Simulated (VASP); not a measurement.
# MnO2 (P4_2/mnm) in VASP: single point with PBE+U

Aim: the single point of MnO2 with PBE+U.

Program: VASP 6.6.1. These are calculated values, not measurements. Logs are shortened: lines on timing, memory, paths and dates and some standing lists are left out, and cuts for length are marked.

## (1) The cell of the first run

It takes space group P4_2/mnm (No. 136, tetragonal). The conventional cell has a = 4.398 Å, b = 4.398 Å, c = 2.873 Å, α = 90.00°, β = 90.00°, γ = 90.00°. Mn (site symmetry mmm) has 6 O at 1.88 to 1.90 Å within 2.5 Å. O (site symmetry m2m) has 3 Mn at 1.88 to 1.90 Å and 1 O at 2.42 Å within 2.5 Å.

## (2) Single point, PBE+U, collinear spin, ferromagnetic start

INCAR

```
SYSTEM = MnO2
  ALGO = Normal
  EDIFF = 1E-6
  ENCUT = 520
  GGA = PE
  ISIF = 2
  ISMEAR = -1
  ISPIN = 2
  LASPH = .True.
  LCHARG = .True.
  LDAU = .True.
  LDAUJ = 0 0
  LDAUL = 2 -1
  LDAUPRINT = 1
  LDAUTYPE = 2
  LDAUU = 4 0
  LELF = .True.
  LMAXMIX = 4
  LORBIT = 11
  LREAL = .False.
  LVHAR = .True.
  LWAVE = .False.
  MAGMOM = 4.5 4.5 0 0 0 0
  NBANDS = 38
  NELM = 150
  PREC = Accurate
  SIGMA = 0.05
```

KPOINTS

```
k-points
0
Gamma
  6 6 10
  0 0 0
```

POSCAR

```
MnO2
1.0
    4.3983000000      0.0000000000      0.0000000000
    0.0000000000      4.3983000000      0.0000000000
    0.0000000000      0.0000000000      2.8730000000
Mn O
2 4
Direct
    0.0000000000      0.0000000000      0.0000000000
    0.5000000000      0.5000000000      0.5000000000
    0.3051500000      0.3051500000      0.0000000000
    0.1948500000      0.8051500000      0.5000000000
    0.6948500000      0.6948500000      0.0000000000
    0.8051500000      0.1948500000      0.5000000000
```

Potentials or basis: VASP PAW PBE potentials, release 64 (Mn_pv, O).

On the command line:

```
$ cat potpaw_PBE.64/Mn_pv/POTCAR potpaw_PBE.64/O/POTCAR > POTCAR
$ mpirun -np 1 vasp_std > vasp.out
```

OUTCAR:

```text
SYSTEM = MnO2
   EDIFF = 1E-6
   ENCUT = 520
   GGA = PE
   ISIF = 2
   ISMEAR = -1
   ISPIN = 2
   LASPH = .True.
   LORBIT = 11
   LREAL = .False.
   NELM = 150
   PREC = Accurate

 ion  position               nearest neighbor table
   1  0.000  0.000  0.000-   4 1.88   6 1.88   4 1.88   6 1.88   5 1.90   3 1.90
   2  0.500  0.500  0.500-   3 1.88   5 1.88   3 1.88   5 1.88   4 1.90   6 1.90
   3  0.305  0.305  0.000-   2 1.88   2 1.88   1 1.90
   4  0.195  0.805  0.500-   1 1.88   1 1.88   2 1.90
   5  0.695  0.695  0.000-   2 1.88   2 1.88   1 1.90
   6  0.805  0.195  0.500-   1 1.88   1 1.88   2 1.90

  LATTYP: Found a simple tetragonal cell.
 ALAT       =     4.3983000000
 C/A-ratio  =     0.6532069209

  Lattice vectors:

 A1 = (   4.3983000000,   0.0000000000,   0.0000000000)
 A2 = (   0.0000000000,   4.3983000000,   0.0000000000)
 A3 = (   0.0000000000,   0.0000000000,   2.8730000000)

Analysis of symmetry for initial positions (statically):
=====================================================================
 Subroutine PRICEL returns:
 Original cell was already a primitive cell.

 Routine SETGRP: Setting up the symmetry group for a
 simple tetragonal supercell.

 Subroutine GETGRP returns: Found 16 space group operations
 (whereof  8 operations were pure point group operations)
 out of a pool of 16 trial point group operations.

The static configuration has the point symmetry D_2h.
 The point group associated with its full space group is D_4h.

Analysis of symmetry for dynamics (positions and initial velocities):
=====================================================================
 Subroutine PRICEL returns:
 Original cell was already a primitive cell.

 Routine SETGRP: Setting up the symmetry group for a
 simple tetragonal supercell.

 Subroutine GETGRP returns: Found 16 space group operations
 (whereof  8 operations were pure point group operations)
 out of a pool of 16 trial point group operations.

The dynamic configuration has the point symmetry D_2h.
 The point group associated with its full space group is D_4h.

Analysis of structural, dynamic, and magnetic symmetry:
=====================================================================
 Subroutine PRICEL returns:
 Original cell was already a primitive cell.

 Routine SETGRP: Setting up the symmetry group for a
 simple tetragonal supercell.

 Subroutine GETGRP returns: Found 16 space group operations
 (whereof  8 operations were pure point group operations)
 out of a pool of 16 trial point group operations.

The overall configuration has the point symmetry D_2h.
 The point group associated with its full space group is D_4h.

 Subroutine INISYM returns: Found 16 space group operations
 (whereof  8 operations are pure point group operations),
 and found     1 'primitive' translations

----------------------------------------------------------------------------------------

                                     Primitive cell

  volume of cell :      55.5783

  direct lattice vectors                    reciprocal lattice vectors
     4.398300000  0.000000000  0.000000000     0.227360571  0.000000000  0.000000000
     0.000000000  4.398300000  0.000000000     0.000000000  0.227360571  0.000000000
     0.000000000  0.000000000  2.873000000     0.000000000  0.000000000  0.348068221
[... 158 lines left out ...]
  o =  0.1141  v =  0.0000  0.0000  0.0000  0.0000  0.0000  0.0000 -0.0000  0.0000  0.0000 -1.0000      0.0000  0.0000  0.0000  0.0000  0.0000  0.0000  0.0000  0.0000  0.0000  0.0000
  o =  0.3091  v =  0.0000  0.0000  0.0000  0.0000  0.0000 -0.8366  0.0000  0.5478  0.0000  0.0000      0.0000  0.0000  0.0000  0.0000  0.0000  0.0000  0.0000  0.0000  0.0000  0.0000
  o =  0.3433  v =  0.0000  0.0000  0.0000  0.0000  0.0000  0.0000 -0.7071  0.0000  0.7071  0.0000      0.0000  0.0000  0.0000  0.0000  0.0000  0.0000  0.0000  0.0000  0.0000  0.0000
  o =  0.5064  v =  0.0000  0.7071  0.0000 -0.7071 -0.0000  0.0000  0.0000  0.0000  0.0000  0.0000      0.0000  0.0000  0.0000  0.0000  0.0000  0.0000  0.0000  0.0000  0.0000  0.0000
  o =  0.5200  v = -0.8591  0.0000  0.5119  0.0000 -0.0000  0.0000  0.0000  0.0000  0.0000  0.0000      0.0000  0.0000  0.0000  0.0000  0.0000  0.0000  0.0000  0.0000  0.0000  0.0000
  o =  0.9551  v = -0.5119  0.0000 -0.8591  0.0000  0.0000  0.0000  0.0000  0.0000  0.0000  0.0000      0.0000  0.0000  0.0000  0.0000  0.0000  0.0000  0.0000  0.0000  0.0000  0.0000
  o =  0.9660  v =  0.0000 -0.7071  0.0000 -0.7071  0.0000  0.0000  0.0000  0.0000  0.0000  0.0000      0.0000  0.0000  0.0000  0.0000  0.0000  0.0000  0.0000  0.0000  0.0000  0.0000
  o =  0.9731  v =  0.0000  0.0000  0.0000  0.0000  1.0000  0.0000  0.0000  0.0000  0.0000  0.0000      0.0000  0.0000  0.0000  0.0000  0.0000  0.0000  0.0000  0.0000  0.0000  0.0000

atom =   2  type =  1  l = 2

 onsite density matrix

spin component  1

  0.6340  0.0000 -0.1913  0.0000  0.0000
  0.0000  0.7362  0.0000 -0.2298  0.0000
 -0.1913  0.0000  0.8411  0.0000  0.0000
  0.0000 -0.2298  0.0000  0.7362  0.0000
  0.0000  0.0000  0.0000  0.0000  0.9731

spin component  2

  0.2369  0.0000  0.1102  0.0000  0.0000
  0.0000  0.2257  0.0000  0.1176  0.0000
  0.1102  0.0000  0.1408  0.0000 -0.0000
  0.0000  0.1176  0.0000  0.2257  0.0000
  0.0000  0.0000 -0.0000  0.0000  0.1141

 occupancies and eigenvectors

  o =  0.0687  v =  0.0000  0.0000  0.0000  0.0000  0.0000 -0.5478 -0.0000  0.8366  0.0000  0.0000      0.0000  0.0000  0.0000  0.0000  0.0000  0.0000  0.0000  0.0000  0.0000  0.0000
  o =  0.1081  v =  0.0000  0.0000  0.0000  0.0000  0.0000  0.0000 -0.7071  0.0000  0.7071 -0.0000      0.0000  0.0000  0.0000  0.0000  0.0000  0.0000  0.0000  0.0000  0.0000  0.0000
  o =  0.1141  v =  0.0000  0.0000  0.0000  0.0000  0.0000 -0.0000  0.0000  0.0000  0.0000 -1.0000      0.0000  0.0000  0.0000  0.0000  0.0000  0.0000  0.0000  0.0000  0.0000  0.0000
  o =  0.3091  v =  0.0000  0.0000  0.0000  0.0000  0.0000 -0.8366 -0.0000 -0.5478  0.0000  0.0000      0.0000  0.0000  0.0000  0.0000  0.0000  0.0000  0.0000  0.0000  0.0000  0.0000
  o =  0.3433  v =  0.0000  0.0000  0.0000  0.0000  0.0000  0.0000 -0.7071  0.0000 -0.7071 -0.0000      0.0000  0.0000  0.0000  0.0000  0.0000  0.0000  0.0000  0.0000  0.0000  0.0000
  o =  0.5064  v =  0.0000  0.7071  0.0000  0.7071  0.0000  0.0000  0.0000  0.0000  0.0000  0.0000      0.0000  0.0000  0.0000  0.0000  0.0000  0.0000  0.0000  0.0000  0.0000  0.0000
  o =  0.5200  v = -0.8591  0.0000 -0.5119  0.0000  0.0000  0.0000  0.0000  0.0000  0.0000  0.0000      0.0000  0.0000  0.0000  0.0000  0.0000  0.0000  0.0000  0.0000  0.0000  0.0000
  o =  0.9551  v = -0.5119  0.0000  0.8591  0.0000 -0.0000  0.0000  0.0000  0.0000  0.0000  0.0000      0.0000  0.0000  0.0000  0.0000  0.0000  0.0000  0.0000  0.0000  0.0000  0.0000
  o =  0.9660  v =  0.0000  0.7071  0.0000 -0.7071  0.0000  0.0000  0.0000  0.0000  0.0000  0.0000      0.0000  0.0000  0.0000  0.0000  0.0000  0.0000  0.0000  0.0000  0.0000  0.0000
  o =  0.9731  v =  0.0000  0.0000 -0.0000  0.0000 -1.0000  0.0000  0.0000  0.0000  0.0000  0.0000      0.0000  0.0000  0.0000  0.0000  0.0000  0.0000  0.0000  0.0000  0.0000  0.0000

 number of electron      49.9999964 magnetization       6.0206414

 Free energy of the ion-electron system (eV)
  ---------------------------------------------------
  ext. energy  EPLUGINS =         0.00000000
  ---------------------------------------------------
  free energy    TOTEN  =       -42.13418500 eV

  energy without entropy =      -42.13223528  energy(sigma->0) =      -42.13321014

 E-fermi :   5.1204     XC(G=0): -12.0115

 val. band max:        5.0681422871   @ k =   0.1667   0.0000   0.0000
 cond. band min:       5.1313493518   @ k =   0.0000   0.0000   0.1000
 fundamental gap:      0.0632070647
 Fermi energy:         5.1203976564

 spin component 1

 k-point     1 :       0.0000    0.0000    0.0000
  band No.  band energies     occupation
      1     -45.8239      1.00000
      2     -45.8165      1.00000
      3     -45.7915      1.00000
      4     -45.7915      1.00000
      5     -45.7370      1.00000
      6     -45.7370      1.00000
[... 1913 lines left out ...]
     36      19.7285      0.00000
     37      21.6478      0.00000

 [... further k-points ...]

 [bands above 37 left out]

------------------------ aborting loop because EDIFF is reached ----------------------------------------

  FORCE on cell =-STRESS in cart. coord.  units (eV):
  Direction    XX          YY          ZZ          XY          YZ          ZX
  --------------------------------------------------------------------------------------
  -------------------------------------------------------------------------------------
  Total        3.6975372      3.6975372      5.2102864     -0.0000000      0.0000000      0.0000000
  in kB      106.5903302    106.5903302    150.1989363     -0.0000000      0.0000000      0.0000000
  external PRESSURE =     121.1265322 kB  Pullay stress =       0.0000000 kB

 VOLUME and BASIS-vectors are now :
 -----------------------------------------------------------------------------
  energy-cutoff  :      520.00
  volume of cell :       55.58
      direct lattice vectors                 reciprocal lattice vectors
     4.398300000  0.000000000  0.000000000     0.227360571  0.000000000  0.000000000
     0.000000000  4.398300000  0.000000000     0.000000000  0.227360571  0.000000000
     0.000000000  0.000000000  2.873000000     0.000000000  0.000000000  0.348068221

 POSITION                                       TOTAL-FORCE (eV/Angst)
 -----------------------------------------------------------------------------------
      0.00000      0.00000      0.00000         0.000000      0.000000     -0.000000
      2.19915      2.19915      1.43650         0.000000      0.000000     -0.000000
      1.34214      1.34214      0.00000        -0.078911     -0.078911      0.000000
      0.85701      3.54129      1.43650         0.078911     -0.078911      0.000000
      3.05616      3.05616      0.00000         0.078911      0.078911     -0.000000
      3.54129      0.85701      1.43650        -0.078911      0.078911     -0.000000
 -----------------------------------------------------------------------------------
    total drift:                                0.000000      0.000000      0.000000

  FREE ENERGIE OF THE ION-ELECTRON SYSTEM (eV)
  ---------------------------------------------------
  free  energy   TOTEN  =       -42.1341849958 eV

  energy  without entropy=      -42.1322352800  energy(sigma->0) =      -42.13321014

 total charge

# of ion       s       p       d       tot
------------------------------------------
    1        0.360   6.480   4.831  11.671
    2        0.360   6.480   4.831  11.671
    3        1.568   3.487   0.000   5.055
    4        1.568   3.487   0.000   5.055
    5        1.568   3.487   0.000   5.055
    6        1.568   3.487   0.000   5.055
--------------------------------------------------
tot          6.993  26.908   9.662  43.563

 magnetization (x)

# of ion       s       p       d       tot
------------------------------------------
    1        0.019   0.030   2.975   3.024
    2        0.019   0.030   2.975   3.024
    3       -0.002  -0.034   0.000  -0.036
    4       -0.002  -0.034   0.000  -0.036
    5       -0.002  -0.034   0.000  -0.036
    6       -0.002  -0.034   0.000  -0.036
--------------------------------------------------
tot          0.029  -0.075   5.950   5.903
```

Run time: 4 min. Hardware: 1 thread of Intel Xeon 6975P-C (Granite Rapids), shared host; peak memory 0.31 GiB.

What came out:

```yaml
Free_energy: -42.1342 eV
Pressure: 12.1 GPa
Largest_force: 0.112 eV/Å
Band_gap_on_the_k_mesh: zero (filled and empty bands overlap)
Net_moment: 6.02 μB per cell
Site_moments: Mn +3.02; O -0.04 μB
Valence_electrons_inside_the_program's_atomic_spheres: Mn 11.67; O 5.05
```

Forces in eV/Å, atoms in the order of the input:
```
Mn   0.000  0.000  0.000
Mn   0.000  0.000  0.000
O   -0.079 -0.079  0.000
O    0.079 -0.079  0.000
O    0.079  0.079  0.000
O   -0.079  0.079  0.000
```

Stress tensor (GPa, compression positive):
```
10.66  0.00  0.00
 0.00 10.66  0.00
 0.00  0.00 15.02
```

Levels at points of the mesh, in eV from the Fermi level:
Spin up:
```tsv
k point	band 25	band 26	band 27	band 28	band 29	band 30	band 31	band 32
(0.00, 0.00, 0.00)	-1.17	-0.65	-0.65	-0.35	-0.08	2.88	2.88	3.42
(0.50, 0.00, 0.00)	-1.62	-1.62	-0.88	-0.88	2.32	2.32	2.70	2.70
(0.50, 0.50, 0.00)	-1.59	-1.59	-0.27	-0.27	1.36	1.36	2.83	2.83
(0.00, 0.00, 0.50)	-1.43	-1.43	-0.49	-0.49	1.30	1.30	1.84	1.84
(0.50, 0.00, 0.50)	-1.37	-1.37	-0.47	-0.47	0.16	0.16	3.41	3.41
(0.50, 0.50, 0.50)	-0.87	-0.87	-0.65	-0.65	1.87	1.87	2.03	2.03
```
Spin down:
| k point | band 19 | band 20 | band 21 | band 22 | band 23 | band 24 | band 25 | band 26 |
| --- | --- | --- | --- | --- | --- | --- | --- | --- |
| (0.00, 0.00, 0.00) | -1.35 | -0.61 | -0.61 | 0.08 | 1.71 | 1.85 | 2.13 | 2.13 |
| (0.50, 0.00, 0.00) | -2.44 | -2.44 | -0.82 | -0.82 | 2.36 | 2.36 | 2.76 | 2.76 |
| (0.50, 0.50, 0.00) | -2.16 | -2.16 | -1.60 | -1.60 | 1.65 | 1.65 | 2.14 | 2.14 |
| (0.00, 0.00, 0.50) | -2.55 | -2.55 | -1.90 | -1.90 | 2.73 | 2.73 | 2.89 | 2.89 |
| (0.50, 0.00, 0.50) | -2.34 | -2.34 | -1.20 | -1.20 | 1.86 | 1.86 | 2.61 | 2.61 |
| (0.50, 0.50, 0.50) | -1.31 | -1.31 | -1.04 | -1.04 | 2.55 | 2.55 | 2.89 | 2.89 |

Eigenvalues of the final occupation matrices:
```tsv
site	spin	trace	eigenvalues
site 1 d	1	3.92	0.51 0.52 0.96 0.97 0.97
site 1 d	2	0.94	0.07 0.11 0.11 0.31 0.34
site 2 d	1	3.92	0.51 0.52 0.96 0.97 0.97
site 2 d	2	0.94	0.07 0.11 0.11 0.31 0.34
```

Caveat: the cell stands under pressure; only a ferromagnetic start was run, and an antiferromagnetic order may lie lower in energy.
